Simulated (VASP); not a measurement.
# Rb2GeBr6 (P-3m1) in VASP: a series of runs

Rb2GeBr6 is run at these levels: PBE; tasks: single point, relaxation of cell and atoms.

Everything below comes from runs of VASP 6.6.1. Logs are shortened: lines on timing, memory, paths and dates and some standing lists are left out, and cuts for length are marked.

### 1 The cell of the first run

Symmetry: P-3m1, No. 164, trigonal system. Conventional cell: a = 7.380 Å, b = 7.380 Å, c = 6.200 Å, α = 90.00°, β = 90.00°, γ = 120.00°. Within 4.8 Å of Rb (site symmetry 3m) lie 12 Br at 3.69 to 3.76 Å and 3 Ge at 4.53 Å. Within 3.5 Å of Ge (site symmetry -3m) lie 6 Br at 2.63 Å. Br (site symmetry m) has 1 Ge at 2.63 Å within 3.5 Å.

### 2 Single point, PBE

File INCAR:

```
SYSTEM = Rb2GeBr6
ALGO = Normal
EDIFF = 1E-6
ENCUT = 520
GGA = PE
ISIF = 2
ISMEAR = 0
LASPH = .TRUE.
LCHARG = .FALSE.
LREAL = .FALSE.
LWAVE = .FALSE.
NBANDS = 47
NELM = 80
PREC = Accurate
SIGMA = 0.1
```

File KPOINTS:

```
k-points
0
G
  3 3 4
  0 0 0
```

File POSCAR:

```
Rb2GeBr6
1.0
    7.3804500000      0.0000000000      0.0000000000
   -3.6902250000      6.3916571900      0.0000000000
    0.0000000000      0.0000000000      6.1995780000
Rb Ge Br
2 1 6
Direct
    0.3333333300      0.6666666700      0.7500000000
    0.6666666700      0.3333333300      0.2500000000
    0.0000000000      0.0000000000      0.5000000000
    0.8333333300      0.6666666700      0.7500000000
    0.3333333300      0.1666666700      0.7500000000
    0.8333333300      0.1666666700      0.7500000000
    0.1666666700      0.3333333300      0.2500000000
    0.6666666700      0.8333333300      0.2500000000
    0.1666666700      0.8333333300      0.2500000000
```

Potentials or basis: VASP PAW PBE potentials, release 64 (Rb_sv, Ge_d, Br).

Started as:

```console
cat potpaw_PBE.64/Rb_sv/POTCAR potpaw_PBE.64/Ge_d/POTCAR potpaw_PBE.64/Br/POTCAR > POTCAR
mpirun -np 1 vasp_std > vasp.out
```

OUTCAR:

```text
SYSTEM = Rb2GeBr6
   EDIFF = 1E-6
   ENCUT = 520
   GGA = PE
   ISIF = 2
   ISMEAR = 0
   LASPH = .TRUE.
   LREAL = .FALSE.
   NELM = 80
   PREC = Accurate

 ion  position               nearest neighbor table
   1  0.333  0.667  0.750-   5 3.69   6 3.69   5 3.69   6 3.69   4 3.69   4 3.69   9 3.76   9 3.76
                             7 3.76   7 3.76   8 3.76   8 3.76   2 5.27   2 5.27   2 5.27   2 5.27
   2  0.667  0.333  0.250-   8 3.69   9 3.69   8 3.69   9 3.69   7 3.69   7 3.69   6 3.76   6 3.76
                             4 3.76   4 3.76   5 3.76   5 3.76   1 5.27   1 5.27   1 5.27   1 5.27
   3  0.000  0.000  0.500-   4 2.63   7 2.63   5 2.63   8 2.63   6 2.63   9 2.63
   4  0.833  0.667  0.750-   3 2.63   1 3.69   1 3.69   2 3.76   2 3.76
   5  0.333  0.167  0.750-   3 2.63   1 3.69   1 3.69   2 3.76   2 3.76
   6  0.833  0.167  0.750-   3 2.63   1 3.69   1 3.69   2 3.76   2 3.76
   7  0.167  0.333  0.250-   3 2.63   2 3.69   2 3.69   1 3.76   1 3.76
   8  0.667  0.833  0.250-   3 2.63   2 3.69   2 3.69   1 3.76   1 3.76
   9  0.167  0.833  0.250-   3 2.63   2 3.69   2 3.69   1 3.76   1 3.76

  LATTYP: Found a hexagonal cell.
 ALAT       =     7.3804500000
 C/A-ratio  =     0.8400000000

  Lattice vectors:

 A1 = (   7.3804500000,   0.0000000000,   0.0000000000)
 A2 = (  -3.6902250000,   6.3916571900,   0.0000000000)
 A3 = (   0.0000000000,   0.0000000000,   6.1995780000)

Analysis of symmetry for initial positions (statically):
=====================================================================
 Subroutine PRICEL returns:
 Original cell was already a primitive cell.

 Routine SETGRP: Setting up the symmetry group for a
 hexagonal supercell.

 Subroutine GETGRP returns: Found 12 space group operations
 (whereof 12 operations were pure point group operations)
 out of a pool of 24 trial point group operations.

The static configuration has the point symmetry D_3d.

Analysis of symmetry for dynamics (positions and initial velocities):
=====================================================================
 Subroutine PRICEL returns:
 Original cell was already a primitive cell.

 Routine SETGRP: Setting up the symmetry group for a
 hexagonal supercell.

 Subroutine GETGRP returns: Found 12 space group operations
 (whereof 12 operations were pure point group operations)
 out of a pool of 24 trial point group operations.

The dynamic configuration has the point symmetry D_3d.

 Subroutine INISYM returns: Found 12 space group operations
 (whereof 12 operations are pure point group operations),
 and found     1 'primitive' translations

----------------------------------------------------------------------------------------

                                     Primitive cell

  volume of cell :     292.4546

  direct lattice vectors                    reciprocal lattice vectors
     7.380450000  0.000000000  0.000000000     0.135493093  0.078226974  0.000000000
    -3.690225000  6.391657190  0.000000000     0.000000000  0.156453948  0.000000000
     0.000000000  0.000000000  6.199578000     0.000000000  0.000000000  0.161301301

  length of vectors
     7.380450000  7.380449999  6.199578000     0.156453948  0.156453948  0.161301301

  position of ions in fractional coordinates (direct lattice)
     0.333333330  0.666666670  0.750000000
     0.666666670  0.333333330  0.250000000
     0.000000000  0.000000000  0.500000000
     0.833333330  0.666666670  0.750000000
     0.333333330  0.166666670  0.750000000
     0.833333330  0.166666670  0.750000000
     0.166666670  0.333333330  0.250000000
     0.666666670  0.833333330  0.250000000
     0.166666670  0.833333330  0.250000000

  ion indices of the primitive-cell ions
   primitive index   ion index
                 1           1
                 2           2
                 3           3
                 4           4
                 5           5
                 6           6
                 7           7
                 8           8
                 9           9

----------------------------------------------------------------------------------------

 KPOINTS: k-points

Automatic generation of k-mesh.
 Grid dimensions read from file:
 generate k-points for:    3    3    4

 Generating k-lattice:

  Cartesian coordinates                     Fractional coordinates (reciprocal lattice)
     0.045164364  0.026075658  0.000000000     0.333333333  0.000000000  0.000000000
     0.000000000  0.052151316  0.000000000     0.000000000  0.333333333  0.000000000
     0.000000000  0.000000000  0.040325325     0.000000000  0.000000000  0.250000000

  Length of vectors
     0.052151316  0.052151316  0.040325325

  Shift w.r.t. Gamma in fractional coordinates (k-lattice)
     0.000000000  0.000000000  0.000000000

 Subroutine IBZKPT returns following result:
 ===========================================

 Found     10 irreducible k-points:

 Following reciprocal coordinates:
[... 32 lines left out ...]
   NSW    =      0    number of steps for IOM
   IBRION =     -1    ionic relax: 0-MD 1-quasi-New 2-CG
   NFREE  =      0    steps in history (QN), initial steepest desc. (CG)
   ISIF   =      2    stress and relaxation
   ISYM   =      2    0-nonsym 1-usesym 2-fastsym
   POTIM  = 0.5000    time-step for ionic-motion
   TEBEG  =    0.0;   TEEND  =   0.0 temperature during run
   PSTRESS=    0.0 pullay stress
   NELECT =      74.0000    total number of electrons
   NUPDOWN=      -1.0000    fix difference up-down
   EMIN   =  10.00;   EMAX   =-10.00  energy-range for DOS
   EFERMI =   0.00;   METHOD = LEGACY
   ISMEAR =     0;   SIGMA  =   0.10  broadening in eV -4-tet -1-fermi 0-gaus
   EFERMI_NEDOS =   21; number of points for ismear=-14 and -15
   IALGO  =     38    algorithm
   IMIX   =      4    mixing-type and parameters
     AMIX     =   0.40;   BMIX     =  1.00
     AMIX_MAG =   1.60;   BMIX_MAG =  1.00
  volume/ion in A,a.u.               =      32.49       219.29
  Fermi-wavevector in a.u.,A,eV,Ry     =   1.035458  1.956732 14.587810  1.072174
  Thomas-Fermi vector in A             =   2.169802
   LORBIT       =      0    0 simple, 1 ext, 2 COOP (PROOUT), +10 PAW based schemes
   GGA     = PE    functional components
   LHFCALC =     F    Hartree Fock is set to
   AEXX    =    0.0000 exact exchange contribution
   IVDW    =     0    specifies the selected vdW correction
   LEPSILON=     F    determine dielectric tensor
   LRPA    =     F    only Hartree local field effects (RPA)
 non-spin polarized calculation
 Gauss-broadening in eV      SIGMA  =   0.10
  energy-cutoff  :      520.00
  volume of cell :      292.45
 maximum number of plane-waves:      7901
 NGX is ok and might be reduce to    56
   NGX = 27   NGY = 27   NGZ = 23

 number of electron      74.0000022 magnetization

 Free energy of the ion-electron system (eV)
  ---------------------------------------------------
  ext. energy  EPLUGINS =         0.00000000
  ---------------------------------------------------
  free energy    TOTEN  =       -25.23674889 eV

  energy without entropy =      -25.22383750  energy(sigma->0) =      -25.23029320

 E-fermi :   0.0781     XC(G=0):  -8.1652

 val. band max:        0.0272662644   @ k =   0.0000   0.0000   0.0000
 cond. band min:       0.1506508717   @ k =   0.0000   0.0000   0.2500
 fundamental gap:      0.1233846073
 Fermi energy:         0.0781374887

 k-point     1 :       0.0000    0.0000    0.0000
  band No.  band energies     occupation
      1     -25.1599      2.00000
      2     -25.1571      2.00000
      3     -24.8478      2.00000
      4     -24.8478      2.00000
      5     -24.8313      2.00000
      6     -24.8313      2.00000
[... 39 lines left out ...]
     46       6.9838      0.00000
     47       7.0229      0.00000

 k-point     2 :       0.3333    0.0000    0.0000
  band No.  band energies     occupation
      1     -25.1593      2.00000
      2     -25.1577      2.00000
      3     -24.8478      2.00000
      4     -24.8478      2.00000
      5     -24.8313      2.00000
      6     -24.8313      2.00000
[... 392 lines left out ...]
 k-point    10 :       0.3333    0.3333    0.5000
  band No.  band energies     occupation
      1     -25.1583      2.00000
      2     -25.1583      2.00000
      3     -24.8478      2.00000
      4     -24.8478      2.00000
      5     -24.8313      2.00000
      6     -24.8313      2.00000
[... 39 lines left out ...]
     46       7.6861      0.00000
     47       7.8361      0.00000

------------------------ aborting loop because EDIFF is reached ----------------------------------------

  FORCE on cell =-STRESS in cart. coord.  units (eV):
  Direction    XX          YY          ZZ          XY          YZ          ZX
  --------------------------------------------------------------------------------------
  -------------------------------------------------------------------------------------
  Total       -0.8680898     -0.8680898     -1.7559449     -0.0000000      0.0000000     -0.0000000
  in kB       -4.7557258     -4.7557258     -9.6197332     -0.0000000      0.0000000     -0.0000000
  external PRESSURE =      -6.3770616 kB  Pullay stress =       0.0000000 kB

 VOLUME and BASIS-vectors are now :
 -----------------------------------------------------------------------------
  energy-cutoff  :      520.00
  volume of cell :      292.45
      direct lattice vectors                 reciprocal lattice vectors
     7.380450000  0.000000000  0.000000000     0.135493093  0.078226974  0.000000000
    -3.690225000  6.391657190  0.000000000     0.000000000  0.156453948  0.000000000
     0.000000000  0.000000000  6.199578000     0.000000000  0.000000000  0.161301301

 POSITION                                       TOTAL-FORCE (eV/Angst)
 -----------------------------------------------------------------------------------
     -0.00000      4.26110      4.64968        -0.000000     -0.000000     -0.155477
      3.69023      2.13055      1.54989        -0.000000     -0.000000      0.155477
      0.00000      0.00000      3.09979        -0.000000     -0.000000     -0.000000
      3.69022      4.26110      4.64968        -0.000000      0.446006     -0.721398
      1.84511      1.06528      4.64968        -0.386253     -0.223003     -0.721398
      5.53534      1.06528      4.64968         0.386253     -0.223003     -0.721398
      0.00000      2.13055      1.54989        -0.000000     -0.446006      0.721398
      1.84511      5.32638      1.54989         0.386253      0.223003      0.721398
     -1.84511      5.32638      1.54989        -0.386253      0.223003      0.721398
 -----------------------------------------------------------------------------------
    total drift:                                0.000000     -0.000000     -0.000000

  FREE ENERGIE OF THE ION-ELECTRON SYSTEM (eV)
  ---------------------------------------------------
  free  energy   TOTEN  =       -25.2367488933 eV

  energy  without entropy=      -25.2238375012  energy(sigma->0) =      -25.23029320
```

It took 4.4 min on 1 thread of Intel Xeon 8259CL, shared host; peak memory 0.46 GiB.

Results:

| Item | Value |
| --- | --- |
| Free energy | -25.2367 eV |
| Pressure | -0.6 GPa |
| Largest force | 0.848 eV/Å |

Forces in eV/Å, atoms in the order of the input:
```
Rb   0.000  0.000 -0.155
Rb   0.000  0.000  0.155
Ge   0.000  0.000  0.000
Br   0.000  0.446 -0.721
Br  -0.386 -0.223 -0.721
Br   0.386 -0.223 -0.721
Br   0.000 -0.446  0.721
Br   0.386  0.223  0.721
Br  -0.386  0.223  0.721
```

### 3 Single point, PBE

This run uses another cell than the first one, of 37.06 Å³/atom.

File INCAR:

```
PREC     = Accurate       # precision mode
ENCUT    = 520            # plane-wave cutoff, eV
EDIFF    = 1E-7           # SCF threshold, eV
ISMEAR   = 0              # smearing method
SIGMA    = 0.1            # smearing width, eV
LREAL    = False          # projectors in reciprocal space
LASPH    = True           # aspherical terms in the spheres
NELM     = 100            # most SCF steps
ALGO     = Normal         # electronic algorithm
ISIF     = 2              # what is computed and relaxed
LWAVE    = False          # write WAVECAR
LCHARG   = False          # write CHGCAR
GGA      = PE             # functional
NBANDS   = 47             # bands
```

File KPOINTS:

```
regular mesh
0
Gamma
  3 3 4
```

File POSCAR:

```
Rb2GeBr6
1.0
    7.5159179859      0.0000000000      0.0000000000
   -3.7579589930      6.5089759086      0.0000000000
    0.0000000000      0.0000000000      6.8181974828
Rb Ge Br
2 1 6
Direct
    0.3333333333      0.6666666667      0.6953602108
    0.6666666667      0.3333333333      0.3046397892
    0.0000000000      0.0000000000      0.5000000000
    0.8414825182      0.6829650364      0.7134384401
    0.3170349636      0.1585174818      0.7134384401
    0.8414825182      0.1585174818      0.7134384401
    0.1585174818      0.3170349636      0.2865615599
    0.6829650364      0.8414825182      0.2865615599
    0.1585174818      0.8414825182      0.2865615599
```

Potentials or basis: VASP PAW PBE potentials, release 64 (Rb_sv, Ge_d, Br).

Started as:

```console
cat potpaw_PBE.64/Rb_sv/POTCAR potpaw_PBE.64/Ge_d/POTCAR potpaw_PBE.64/Br/POTCAR > POTCAR
mpirun -np 1 vasp_std > vasp.out
```

Run time: 6 min. Hardware: 1 thread of Intel Xeon 8259CL, shared host; peak memory 0.51 GiB.

The run converged. Its results:

- Free energy: -25.7961 eV
- Pressure: 0.1 GPa
- Largest force: 0.023 eV/Å
- Band gap on the k mesh: 0.92 eV

Forces in eV/Å, atoms in the order of the input:
```
Rb   0.000  0.000  0.023
Rb   0.000  0.000 -0.023
Ge   0.000  0.000  0.000
Br   0.000 -0.007  0.002
Br   0.006  0.004  0.002
Br  -0.006  0.004  0.002
Br   0.000  0.007 -0.002
Br  -0.006 -0.004 -0.002
Br   0.006 -0.004 -0.002
```

Stress tensor (GPa, compression positive):
```
0.08 0.00 0.00
0.00 0.08 0.00
0.00 0.00 0.19
```

Levels at points of the mesh, in eV from the valence-band top:
```
           k point  band 34  band 35  band 36  band 37  band 38  band 39  band 40  band 41
(0.00, 0.00, 0.00)    -0.40    -0.05    -0.05     0.00     0.92     4.64     4.70     5.63
(0.00, 0.00, 0.50)    -0.42    -0.08    -0.02    -0.02     1.08     4.55     5.26     5.26
```

Caveat: an odd mesh through Γ misses points on the zone boundary, where band edges can lie.

### 4 Relaxation of cell and atoms, PBE

File INCAR:

```
ALGO = Normal
EDIFF = 1E-6
EDIFFG = -0.04
ENCUT = 600
GGA = PE
IBRION = 2
ISIF = 3
ISMEAR = 0
LASPH = T
LCHARG = F
LREAL = F
LWAVE = F
NELM = 60
NSW = 90
PREC = Accurate
SIGMA = 0.1
```

File KPOINTS:

```
k-points
0
Gamma
  3 3 4
```

File POSCAR:

```
Rb2GeBr6
1.0
    7.3804500000      0.0000000000      0.0000000000
   -3.6902250000      6.3916571900      0.0000000000
    0.0000000000      0.0000000000      6.1995780000
Rb Ge Br
2 1 6
Direct
    0.3333333300      0.6666666700      0.7500000000
    0.6666666700      0.3333333300      0.2500000000
    0.0000000000      0.0000000000      0.5000000000
    0.8333333300      0.6666666700      0.7500000000
    0.3333333300      0.1666666700      0.7500000000
    0.8333333300      0.1666666700      0.7500000000
    0.1666666700      0.3333333300      0.2500000000
    0.6666666700      0.8333333300      0.2500000000
    0.1666666700      0.8333333300      0.2500000000
```

Started as:

```console
cat potpaw_PBE.64/Rb_sv/POTCAR potpaw_PBE.64/Ge_d/POTCAR potpaw_PBE.64/Br/POTCAR > POTCAR
mpirun -np 1 vasp_std > vasp.out
```

It took 67 min on 1 thread of Intel Xeon 8259CL, shared host; peak memory 0.55 GiB.

It converged, with:

| Quantity | Value |
| --- | --- |
| Free energy | -25.7944 eV |
| Relaxed volume | 37.27 Å³/atom |
| Relaxed cell | a = 7.483 Å, b = 7.483 Å, c = 6.917 Å, α = 90.00°, β = 90.00°, γ = 120.00° |
| Space group after relaxing (to 0.1 Å) | P-3m1 (No. 164) |
| Energy gained by relaxing | 62.0 meV/atom |
| Ionic steps | 21 |
| Pressure after relaxing | 0.1 GPa |
| Largest force after relaxing | 0.036 eV/Å |
| Band gap on the k mesh | 0.90 eV |

Forces on the atoms (eV/Å):
```
Rb   0.000  0.000 -0.036
Rb   0.000  0.000  0.036
Ge   0.000  0.000  0.000
Br   0.000  0.005  0.019
Br  -0.005 -0.003  0.019
Br   0.005 -0.003  0.019
Br   0.000 -0.005 -0.019
Br   0.005  0.003 -0.019
Br  -0.005  0.003 -0.019
```

Step by step:
| step | energy change (eV) | largest force (eV/Å) | pressure (GPa) | volume (Å³) |
| --- | --- | --- | --- | --- |
| 1 | 0.0000 | 0.8481 | -0.63 | 292.45 |
| 2 | -0.1949 | 0.6113 | 0.16 | 287.04 |
| 3 | -0.2802 | 0.2127 | 1.41 | 281.07 |
| 4 | -0.3898 | 0.1064 | 0.89 | 291.78 |
| 5 | -0.4645 | 0.0728 | 0.28 | 309.31 |
| 6 | -0.4674 | 0.0749 | 0.17 | 313.25 |
| 7 | -0.4979 | 0.0955 | -0.09 | 317.64 |
| 8 | -0.5050 | 0.1353 | -0.29 | 321.39 |
| 9 | -0.5138 | 0.1076 | 0.19 | 318.37 |
| 10 | -0.5145 | 0.1079 | 0.09 | 318.98 |
| 11 | -0.5217 | 0.1003 | 0.10 | 319.92 |
| 12 | -0.5328 | 0.0742 | 0.17 | 322.78 |
| 13 | -0.5380 | 0.0752 | -0.05 | 326.30 |
| 14 | -0.5386 | 0.0761 | -0.16 | 328.30 |
| 15 | -0.5422 | 0.0740 | -0.16 | 329.32 |
| 16 | -0.5489 | 0.0788 | -0.14 | 332.33 |
| 17 | -0.5450 | 0.1122 | -0.05 | 338.15 |
| 18 | -0.5505 | 0.0842 | -0.11 | 334.02 |
| 19 | -0.5546 | 0.0438 | 0.16 | 333.05 |
| 20 | -0.5546 | 0.0443 | 0.15 | 333.05 |
| 21 | -0.5579 | 0.0357 | 0.09 | 335.40 |

Final structure:
```
CELL_PARAMETERS angstrom
7.48277 0.00000 0.00000
-3.74139 6.48027 0.00000
0.00000 0.00000 6.91692
ATOMIC_POSITIONS crystal
Rb 0.33333 0.66667 0.70726
Rb 0.66667 0.33333 0.29274
Ge 0.00000 0.00000 0.50000
Br 0.84035 0.68070 0.70922
Br 0.31930 0.15965 0.70922
Br 0.84035 0.15965 0.70922
Br 0.15965 0.31930 0.29078
Br 0.68070 0.84035 0.29078
Br 0.15965 0.84035 0.29078
```

Levels at points of the mesh, in eV from the valence-band top:
```
           k point  band 34  band 35  band 36  band 37  band 38  band 39  band 40  band 41
(0.00, 0.00, 0.00)    -0.39    -0.03    -0.03     0.00     0.90     4.63     4.66     5.63
(0.00, 0.00, 0.50)    -0.41    -0.07    -0.01    -0.01     1.05     4.54     5.26     5.26
```

Caveat: an odd mesh through Γ misses points on the zone boundary, where band edges can lie.

### 5 Summary

| task | cell | cutoff (eV) | gap on the mesh (eV) | pressure (GPa) | largest force (eV/Å) |
| --- | --- | --- | --- | --- | --- |
| single point | a = 7.380, b = 7.380, c = 6.200 Å, angles 90.0, 90.0, 120.0°, 9 atoms, atomic positions A | 520 | - | -0.6 | 0.85 |
| single point | a = 7.516, b = 7.516, c = 6.818 Å, angles 90.0, 90.0, 120.0°, 9 atoms, atomic positions B | 520 | 0.92 | 0.1 | 0.02 |
| relaxation of cell and atoms | relaxed from a = 7.380, b = 7.380, c = 6.200 Å, angles 90.0, 90.0, 120.0°, 9 atoms, atomic positions A | 600 | 0.90 | 0.1 | 0.04 |

Alike in all rows: level PBE; potentials or basis VASP PAW PBE potentials, release 64 (Rb_sv, Ge_d, Br); no spin polarisation; k mesh 3 × 3 × 4; smearing gaussian 0.1 eV.

Caveats: an odd mesh through Γ misses points on the zone boundary, where band edges can lie (at least some runs).

Total energies depend on the potentials used, so only differences within one code and one set of settings carry meaning.
